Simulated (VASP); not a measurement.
# ScPt3 (Pm-3m) in VASP: single point with LDA

Aim: the single point of ScPt3 with LDA.

Program: VASP 6.6.1. These are calculated values, not measurements. Logs are shortened: lines on timing, memory, paths and dates and some standing lists are left out, and cuts for length are marked.

## 1. The cell of the first run

Symmetry: Pm-3m, No. 221, cubic system. Conventional cell: a = 3.922 Å, b = 3.922 Å, c = 3.922 Å, α = 90.00°, β = 90.00°, γ = 90.00°. Within 3.7 Å of Sc (site symmetry m-3m) lie 12 Pt at 2.77 Å. Pt (site symmetry 4/mmm) has 4 Sc at 2.77 Å and 8 Pt at 2.77 Å within 3.7 Å.

## 2. Single point, LDA

Input file INCAR:

```
ALGO = Normal
EDIFF = 1E-6
ENCUT = 570
GGA_COMPAT = False
ISIF = 2
ISMEAR = -1
LASPH = True
LCHARG = True
LELF = True
LREAL = False
LVHAR = True
LWAVE = False
NBANDS = 40
NELM = 120
PREC = Accurate
SIGMA = 0.05
```

Input file KPOINTS:

```
k-points
0
Gamma
  10 10 10
```

Input file POSCAR:

```
ScPt3
1.0
    3.9219407855      0.0000000000      0.0000000000
    0.0000000000      3.9219407855      0.0000000000
    0.0000000000      0.0000000000      3.9219407855
Sc Pt
1 3
Direct
    0.0000000000      0.0000000000      0.0000000000
    0.0000000000      0.5000000000      0.5000000000
    0.5000000000      0.0000000000      0.5000000000
    0.5000000000      0.5000000000      0.0000000000
```

Potentials or basis: VASP PAW LDA potentials, release 64 (Sc_sv, Pt_sv_GW).

Run with:

```
$ cat potpaw_LDA.64/Sc_sv/POTCAR potpaw_LDA.64/Pt_sv_GW/POTCAR > POTCAR
$ mpirun -np 1 vasp_std > vasp.out
```

OUTCAR:

```text
EDIFF = 1E-6
   ENCUT = 570
   ISIF = 2
   ISMEAR = -1
   LASPH = True
   LREAL = False
   NELM = 120
   PREC = Accurate

 ion  position               nearest neighbor table
   1  0.000  0.000  0.000-   2 2.77   3 2.77   4 2.77   2 2.77   3 2.77   2 2.77   4 2.77   2 2.77
                             3 2.77   4 2.77   3 2.77   4 2.77
   2  0.000  0.500  0.500-   1 2.77   3 2.77   4 2.77   1 2.77   4 2.77   1 2.77   3 2.77   1 2.77
                             3 2.77   4 2.77   4 2.77   3 2.77
   3  0.500  0.000  0.500-   1 2.77   2 2.77   4 2.77   1 2.77   4 2.77   2 2.77   4 2.77   4 2.77
                             1 2.77   2 2.77   1 2.77   2 2.77
   4  0.500  0.500  0.000-   1 2.77   2 2.77   3 2.77   2 2.77   3 2.77   1 2.77   3 2.77   3 2.77
                             1 2.77   2 2.77   2 2.77   1 2.77

  LATTYP: Found a simple cubic cell.
 ALAT       =     3.9219407855

  Lattice vectors:

 A1 = (   3.9219407855,   0.0000000000,   0.0000000000)
 A2 = (   0.0000000000,   3.9219407855,   0.0000000000)
 A3 = (   0.0000000000,   0.0000000000,   3.9219407855)

Analysis of symmetry for initial positions (statically):
=====================================================================
 Subroutine PRICEL returns:
 Original cell was already a primitive cell.

 Routine SETGRP: Setting up the symmetry group for a
 simple cubic supercell.

 Subroutine GETGRP returns: Found 48 space group operations
 (whereof 48 operations were pure point group operations)
 out of a pool of 48 trial point group operations.

The static configuration has the point symmetry O_h .

Analysis of symmetry for dynamics (positions and initial velocities):
=====================================================================
 Subroutine PRICEL returns:
 Original cell was already a primitive cell.

 Routine SETGRP: Setting up the symmetry group for a
 simple cubic supercell.

 Subroutine GETGRP returns: Found 48 space group operations
 (whereof 48 operations were pure point group operations)
 out of a pool of 48 trial point group operations.

The dynamic configuration has the point symmetry O_h .

 Subroutine INISYM returns: Found 48 space group operations
 (whereof 48 operations are pure point group operations),
 and found     1 'primitive' translations

----------------------------------------------------------------------------------------

                                     Primitive cell

  volume of cell :      60.3258

[... 91 lines left out ...]
   NELM   =    120;   NELMIN=  2; NELMDL= -5     # of ELM steps
   EDIFF  = 0.1E-05   stopping-criterion for ELM
   LREAL  =      F    real-space projection
   EDIFFG = 0.1E-04   stopping-criterion for IOM
   NSW    =      0    number of steps for IOM
   IBRION =     -1    ionic relax: 0-MD 1-quasi-New 2-CG
   NFREE  =      0    steps in history (QN), initial steepest desc. (CG)
   ISIF   =      2    stress and relaxation
   ISYM   =      2    0-nonsym 1-usesym 2-fastsym
   POTIM  = 0.5000    time-step for ionic-motion
   TEBEG  =    0.0;   TEEND  =   0.0 temperature during run
   PSTRESS=    0.0 pullay stress
   NELECT =      65.0000    total number of electrons
   NUPDOWN=      -1.0000    fix difference up-down
   EMIN   =  10.00;   EMAX   =-10.00  energy-range for DOS
   EFERMI =   0.00;   METHOD = LEGACY
   ISMEAR =    -1;   SIGMA  =   0.05  broadening in eV -4-tet -1-fermi 0-gaus
   EFERMI_NEDOS =   21; number of points for ismear=-14 and -15
   IALGO  =     38    algorithm
   IMIX   =      4    mixing-type and parameters
     AMIX     =   0.40;   BMIX     =  1.00
     AMIX_MAG =   1.60;   BMIX_MAG =  1.00
  volume/ion in A,a.u.               =      15.08       101.77
  Fermi-wavevector in a.u.,A,eV,Ry     =   1.678333  3.171590 38.324934  2.816803
  Thomas-Fermi vector in A             =   2.762441
   LORBIT       =      0    0 simple, 1 ext, 2 COOP (PROOUT), +10 PAW based schemes
   GGA     = CA    functional components
   LHFCALC =     F    Hartree Fock is set to
   AEXX    =    0.0000 exact exchange contribution
   IVDW    =     0    specifies the selected vdW correction
   LEPSILON=     F    determine dielectric tensor
   LRPA    =     F    only Hartree local field effects (RPA)
 non-spin polarized calculation
  energy-cutoff  :      570.00
  volume of cell :       60.33
 maximum number of plane-waves:      1888
 NGX is ok and might be reduce to    32
   NGX = 15   NGY = 15   NGZ = 15

 number of electron      65.0000004 magnetization

 Free energy of the ion-electron system (eV)
  ---------------------------------------------------
  ext. energy  EPLUGINS =         0.00000000
  ---------------------------------------------------
  free energy    TOTEN  =       -33.06619537 eV

  energy without entropy =      -33.04721811  energy(sigma->0) =      -33.05670674

 E-fermi :   9.4881     XC(G=0): -13.8763

 val. band max:        9.4530819554   @ k =   0.2000   0.2000   0.0000
 cond. band min:       9.5062642200   @ k =   0.4000   0.3000   0.3000
 fundamental gap:      0.0531822645
 Fermi energy:         9.4880907060

 k-point     1 :       0.0000    0.0000    0.0000
  band No.  band energies     occupation
      1     -88.7092      2.00000
      2     -88.6761      2.00000
      3     -88.6761      2.00000
      4     -43.2796      2.00000
      5     -43.2796      2.00000
      6     -43.2796      2.00000
[... 1021 lines left out ...]
     39      15.7835      0.00000
     40      16.0634      0.00000

 [... further k-points ...]

------------------------ aborting loop because EDIFF is reached ----------------------------------------

  FORCE on cell =-STRESS in cart. coord.  units (eV):
  Direction    XX          YY          ZZ          XY          YZ          ZX
  --------------------------------------------------------------------------------------
  -------------------------------------------------------------------------------------
  Total        0.0218916      0.0218916      0.0218916      0.0000000      0.0000000     -0.0000000
  in kB        0.5814123      0.5814123      0.5814123      0.0000000      0.0000000     -0.0000000
  external PRESSURE =       0.5814123 kB  Pullay stress =       0.0000000 kB

 VOLUME and BASIS-vectors are now :
 -----------------------------------------------------------------------------
  energy-cutoff  :      570.00
  volume of cell :       60.33
      direct lattice vectors                 reciprocal lattice vectors
     3.921940785  0.000000000  0.000000000     0.254975803  0.000000000  0.000000000
     0.000000000  3.921940785  0.000000000     0.000000000  0.254975803  0.000000000
     0.000000000  0.000000000  3.921940785     0.000000000  0.000000000  0.254975803

 POSITION                                       TOTAL-FORCE (eV/Angst)
 -----------------------------------------------------------------------------------
      0.00000      0.00000      0.00000         0.000000      0.000000      0.000000
      0.00000      1.96097      1.96097         0.000000      0.000000      0.000000
      1.96097      0.00000      1.96097         0.000000      0.000000      0.000000
      1.96097      1.96097      0.00000         0.000000      0.000000      0.000000
 -----------------------------------------------------------------------------------
    total drift:                                0.000000     -0.000000     -0.000000

  FREE ENERGIE OF THE ION-ELECTRON SYSTEM (eV)
  ---------------------------------------------------
  free  energy   TOTEN  =       -33.0661953695 eV

  energy  without entropy=      -33.0472181146  energy(sigma->0) =      -33.05670674
```

It took 91 s on 1 thread of Intel Xeon Platinum 8259CL at 2.50GHz (Skylake/Cascade Lake), shared host; peak memory 0.25 GiB.

What came out:

```yaml
Free_energy: -33.0662 eV
Pressure: 0.1 GPa
Band_gap_on_the_k_mesh: zero (an odd number of electrons rules out a gap without spin polarisation)
```

Levels at points of the mesh, in eV from the Fermi level:
```tsv
k point	band 31	band 32	band 33	band 34	band 35	band 36
(0.00, 0.00, 0.00)	0.53	0.53	2.54	2.54	2.54	3.47
(0.50, 0.00, 0.00)	-2.00	-0.80	0.54	1.75	1.75	2.79
(0.50, 0.50, 0.00)	-1.71	-1.67	-1.17	2.08	2.08	2.37
(0.50, 0.50, 0.50)	0.07	0.07	0.48	0.48	0.48	2.75
```

Caveat: spin-orbit coupling is left out, which moves the levels of the heavy elements.

The gap in the log of VASP goes by the Fermi energy; the results here count the filled bands.